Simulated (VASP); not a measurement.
Ca:

```
Ca
1.0
     0.00000    2.76240    2.76240
     2.76240    0.00000    2.76240
     2.76240    2.76240    0.00000
Ca
1
Direct
  0.00000 0.00000 0.00000
```

* Program: VASP 6.6.1
* Task: relaxation of cell and atoms
* Functional: PBEsol
* Potentials or basis: VASP PAW PBE potentials, release 64 (Ca_sv)
* Cutoff: 600 eV
* k mesh: 14 × 14 × 14
* Occupations: gaussian, width 0.1 eV
* Spin: no spin polarisation

At the start: pressure -0.6 GPa; volume 42.16 Å³/atom.

Task: How do energy, volume and symmetry change on relaxing?

Result: Over 4 steps the energy falls by 3.0 meV/atom and the volume is 40.66 Å³/atom (-3.6 %); space group Fm-3m (No. 225, to 0.05 Å).

Step by step:
| step | energy change (eV) | largest force (eV/Å) | pressure (GPa) | volume (Å³) |
| --- | --- | --- | --- | --- |
| 1 | 0.0000 | 0.0000 | -0.65 | 42.16 |
| 2 | -0.0027 | 0.0000 | -0.20 | 41.13 |
| 3 | -0.0030 | 0.0000 | 0.03 | 40.59 |
| 4 | -0.0030 | 0.0000 | 0.01 | 40.66 |

Final structure:
```yaml
crystal:
  lattice:
    - [0.00000, 2.72921, 2.72921]
    - [2.72921, 0.00000, 2.72921]
    - [2.72921, 2.72921, 0.00000]
  atoms:
    - { symbol: Ca, position: [0.00000, 0.00000, 0.00000] }
```

Caveat: the PAW data sets were made with another functional, which shifts forces and pressure a little.
